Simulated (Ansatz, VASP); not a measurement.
One calculation of ZnSe, two programs

```
Zn Se
1.0
     4.04380    0.00000    0.00000
     0.00000    4.04380    0.00000
     0.00000    0.00000    5.33698
Zn Se
2 2
Direct
  0.00000 0.00000 0.00000
  0.50000 0.50000 0.00000
  0.00000 0.50000 0.31733
  0.50000 0.00000 0.68267
```

Alike in both runs: task single point; functional LDA; k mesh 8 × 8 × 6; occupations gaussian, width 0.05 eV; no spin polarisation.

```csv
,VASP,Ansatz
version,VASP 6.6.1,Ansatz 0.2.0
potentials or method,"VASP PAW LDA potentials, release 64 (Zn, Se), cutoff 520 eV","scalar-relativistic, plane waves, PAW"
valence electrons in the cell,36,56
```

```csv
,VASP,Ansatz,Ansatz less VASP
gap on the k mesh at the Fermi level (eV),0.71,0.69,-0.016
least direct gap on the mesh (eV),0.71,0.69,-0.016
pressure (GPa),-8.0,-8.3,-0.24
"traceless stress, the component that is largest in VASP (GPa)",-3.57,-3.58,-0.007
rms of the force components (eV/Å),0.836,0.849,+0.0132
```

LDA's correlation is that of Perdew and Zunger in VASP and of Perdew and Wang (1992) in Ansatz. Atom by atom the forces differ by 0.013 eV/Å (rms over components). VASP's potentials hold 36 valence electrons a cell and Ansatz's 56, so a difference there can come from the potentials and not from the codes.
